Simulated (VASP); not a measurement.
# GaCo in VASP: further runs, part 2 of 2

VASP 6.6.1.

## 3. Single point, PBEsol (strain +0.040 along x and y, +0.040 along z)

The input, INCAR:

```
SYSTEM = GaCo
PREC     = Accurate       ! precision mode
ENCUT    = 520            ! plane-wave cutoff, eV
EDIFF    = 1E-7           ! SCF threshold, eV
ISMEAR   = 0              ! smearing method
SIGMA    = 0.15           ! smearing width, eV
LREAL    = .False.        ! projectors in reciprocal space
LASPH    = .True.         ! aspherical terms in the spheres
NELM     = 100            ! most SCF steps
ALGO     = Normal         ! electronic algorithm
ISIF     = 2              ! what is computed and relaxed
LWAVE    = .False.        ! write WAVECAR
LCHARG   = .True.         ! write CHGCAR
GGA      = PS             ! functional
LELF     = .True.         ! ELF
LVHAR    = .True.       
NBANDS   = 18             ! bands
```

The input, KPOINTS:

```
regular mesh
0
Gamma
  16 16 16
  0 0 0
```

The input, POSCAR:

```
GaCo
1.0
    2.9984240000      0.0000000000      0.0000000000
    0.0000000000      2.9984240000      0.0000000000
    0.0000000000      0.0000000000      2.9984240000
Ga Co
1 1
Direct
    0.5000000000      0.5000000000      0.5000000000
    0.0000000000      0.0000000000      0.0000000000
```

Potentials or basis: VASP PAW PBE potentials, release 64 (Ga_d, Co).

Started as:

```
$ cat potpaw_PBE.64/Ga_d/POTCAR potpaw_PBE.64/Co/POTCAR > POTCAR
$ mpirun -np 1 vasp_std > vasp.out
```

Run time: 35 s. Hardware: 1 thread of AMD EPYC 9R45 (Zen 5), shared host; peak memory 0.17 GiB.

Results (log left out):

```yaml
Free_energy: -11.4566 eV
Pressure: -22.0 GPa
Band_gap_on_the_k_mesh: zero (band 11 reaches 8.94 eV, above the bottom of band 12 at 7.83 eV)
```

Levels at points of the mesh, in eV from the Fermi level:
```csv
k point,band 9,band 10,band 11,band 12,band 13,band 14
"(0.00, 0.00, 0.00)",-0.58,-0.58,-0.58,4.80,4.80,4.80
"(0.50, 0.00, 0.00)",-1.42,-1.42,-0.56,0.09,9.55,9.55
"(0.50, 0.50, 0.00)",-2.10,-0.99,-0.99,-0.19,1.74,2.69
"(0.50, 0.50, 0.50)",-0.16,-0.16,-0.08,3.66,3.66,3.66
```

Caveat: the cell differs from its parent crystal (strain +0.040 along x and y, +0.040 along z); the PAW data sets were made with another functional, which shifts forces and pressure a little.

## 4. Single point, PBEsol (strain +0.080 along x and y, +0.080 along z)

The input, INCAR:

```
SYSTEM = GaCo
ALGO     = Normal         ! electronic algorithm
EDIFF    = 1E-6           ! SCF threshold, eV
ENCUT    = 520            ! plane-wave cutoff, eV
GGA      = PS             ! functional
ISIF     = 2              ! what is computed and relaxed
ISMEAR   = 0              ! smearing method
LASPH    = .TRUE.         ! aspherical terms in the spheres
LCHARG   = .TRUE.         ! write CHGCAR
LELF     = .TRUE.         ! ELF
LREAL    = .FALSE.        ! projectors in reciprocal space
LVHAR    = .TRUE.       
LWAVE    = .FALSE.        ! write WAVECAR
NBANDS   = 18             ! bands
NELM     = 100            ! most SCF steps
PREC     = Accurate       ! precision mode
SIGMA    = 0.15           ! smearing width, eV
```

The input, KPOINTS:

```
k-points
0
G
  16 16 16
  0 0 0
```

The input, POSCAR:

```
GaCo
1.0
    3.1137480000      0.0000000000      0.0000000000
    0.0000000000      3.1137480000      0.0000000000
    0.0000000000      0.0000000000      3.1137480000
Ga Co
1 1
Direct
    0.5000000000      0.5000000000      0.5000000000
    0.0000000000      0.0000000000      0.0000000000
```

Started as:

```
$ cat potpaw_PBE.64/Ga_d/POTCAR potpaw_PBE.64/Co/POTCAR > POTCAR
$ mpirun -np 1 vasp_std > vasp.out
```

Run time: 34 s. Hardware: 1 thread of AMD EPYC 9R45 (Zen 5), shared host; peak memory 0.18 GiB.

Results (log left out):

- Free energy: -10.9408 eV
- Pressure: -28.1 GPa
- Band gap on the k mesh: zero (band 11 reaches 7.25 eV, above the bottom of band 12 at 6.55 eV)

Levels at points of the mesh, in eV from the Fermi level:
```
           k point  band 7  band 8  band 9  band 10  band 11  band 12  band 13  band 14  band 15  band 16
(0.00, 0.00, 0.00)   -1.76   -1.76   -0.48    -0.48    -0.48     4.49     4.49     4.49     8.88     9.73
(0.50, 0.00, 0.00)   -5.48   -1.56   -1.18    -1.18    -0.46     0.08     8.67     8.67    10.66    10.87
(0.50, 0.50, 0.00)   -2.29   -2.29   -1.80    -0.82    -0.82    -0.15     1.34     2.34     9.45    13.44
(0.50, 0.50, 0.50)   -2.92   -2.92   -0.65    -0.13    -0.13     3.54     3.54     3.54     3.91     3.91
```

Caveat: the cell differs from its parent crystal (strain +0.080 along x and y, +0.080 along z); the PAW data sets were made with another functional, which shifts forces and pressure a little.

## 5. Single point, PBEsol (strain -0.080 along x and y, -0.040 along z)

The input, INCAR:

```
ALGO     = Fast           # electronic algorithm
EDIFF    = 1E-6           # SCF threshold, eV
ENCUT    = 520            # plane-wave cutoff, eV
GGA      = PS             # functional
ISIF     = 2              # what is computed and relaxed
ISMEAR   = 0              # smearing method
LASPH    = T              # aspherical terms in the spheres
LCHARG   = F              # write CHGCAR
LREAL    = F              # projectors in reciprocal space
LWAVE    = F              # write WAVECAR
NBANDS   = 18             # bands
NELM     = 80             # most SCF steps
PREC     = Accurate       # precision mode
SIGMA    = 0.15           # smearing width, eV
```

The input, KPOINTS:

```
k-points
0
Gamma
  16 16 16
```

The input, POSCAR:

```
GaCo
1.0
    2.6524520000      0.0000000000      0.0000000000
    0.0000000000      2.6524520000      0.0000000000
    0.0000000000      0.0000000000      2.7677760000
Ga Co
1 1
Direct
    0.5000000000      0.5000000000      0.5000000000
    0.0000000000      0.0000000000      0.0000000000
```

Potentials or basis: VASP PAW PBE potentials, release 64 (Ga_d, Co).

Started as:

```
$ cat potpaw_PBE.64/Ga_d/POTCAR potpaw_PBE.64/Co/POTCAR > POTCAR
$ mpirun -np 1 vasp_std > vasp.out
```

OUTCAR:

```text
EDIFF = 1E-6
   ENCUT = 520
   GGA = PS
   ISIF = 2
   ISMEAR = 0
   LASPH = T
   LREAL = F
   NELM = 80
   PREC = Accurate

 ion  position               nearest neighbor table
   1  0.500  0.500  0.500-   2 2.33   2 2.33   2 2.33   2 2.33   2 2.33   2 2.33   2 2.33   2 2.33

   2  0.000  0.000  0.000-   1 2.33   1 2.33   1 2.33   1 2.33   1 2.33   1 2.33   1 2.33   1 2.33

  LATTYP: Found a simple tetragonal cell.
 ALAT       =     2.6524520000
 C/A-ratio  =     1.0434782609

  Lattice vectors:

 A1 = (   2.6524520000,   0.0000000000,   0.0000000000)
[... 193 lines left out ...]
      6      -1.2875      2.00000
[... 481 lines left out ...]
      5      -2.4120      2.00000
      6       4.1821      2.00000
[... 10 lines left out ...]
     17      26.6026      0.00000
     18      29.6062      0.00000

 [... further k-points ...]
[... 5 lines left out ...]
  --------------------------------------------------------------------------------------
  -------------------------------------------------------------------------------------
  Total        5.9676099      5.9676099      5.5607056      0.0000000      0.0000000      0.0000000
  in kB      491.0039651    491.0039651    457.5246311      0.0000000      0.0000000      0.0000000
  external PRESSURE =     479.8441871 kB  Pullay stress =       0.0000000 kB

 VOLUME and BASIS-vectors are now :
 -----------------------------------------------------------------------------
  energy-cutoff  :      520.00
  volume of cell :       19.47
      direct lattice vectors                 reciprocal lattice vectors
     2.652452000  0.000000000  0.000000000     0.377009650  0.000000000  0.000000000
     0.000000000  2.652452000  0.000000000     0.000000000  0.377009650  0.000000000
     0.000000000  0.000000000  2.767776000     0.000000000  0.000000000  0.361300915

 POSITION                                       TOTAL-FORCE (eV/Angst)
 -----------------------------------------------------------------------------------
      1.32623      1.32623      1.38389         0.000000      0.000000      0.000000
      0.00000      0.00000      0.00000         0.000000      0.000000      0.000000
 -----------------------------------------------------------------------------------
    total drift:                               -0.000000      0.000000      0.000000

  FREE ENERGIE OF THE ION-ELECTRON SYSTEM (eV)
  ---------------------------------------------------
  free  energy   TOTEN  =       -11.3295667838 eV

  energy  without entropy=      -11.3191104301  energy(sigma->0) =      -11.32433861
```

Wall time 78 s (1 thread of AMD EPYC 9R45 (Zen 5), shared host); peak memory 0.22 GiB.

Results:

| Quantity | Value |
| --- | --- |
| Free energy | -11.3296 eV |
| Pressure | 48.0 GPa |
| Band gap on the k mesh | zero (band 11 reaches 15.12 eV, above the bottom of band 12 at 12.28 eV) |

Caveat: the cell differs from its parent crystal (strain -0.080 along x and y, -0.040 along z); the PAW data sets were made with another functional, which shifts forces and pressure a little.

## 6. Summary

```tsv
cell	gap on the mesh (eV)	pressure (GPa)
a = 2.768 Å, 2 atoms	none	18.8
a = 2.998 Å, 2 atoms	none	-22.0
a = 3.114 Å, 2 atoms	none	-28.1
a = 2.652, b = 2.652, c = 2.768 Å, 2 atoms	none	48.0
```

Alike in all rows: task single point; level PBEsol; potentials or basis VASP PAW PBE potentials, release 64 (Ga_d, Co); no spin polarisation; k mesh 16 × 16 × 16; cutoff (eV) 520; smearing gaussian 0.15 eV.

Caveats: the PAW data sets were made with another functional, which shifts forces and pressure a little.

Absolute energies hang on the potentials; compare differences alone.
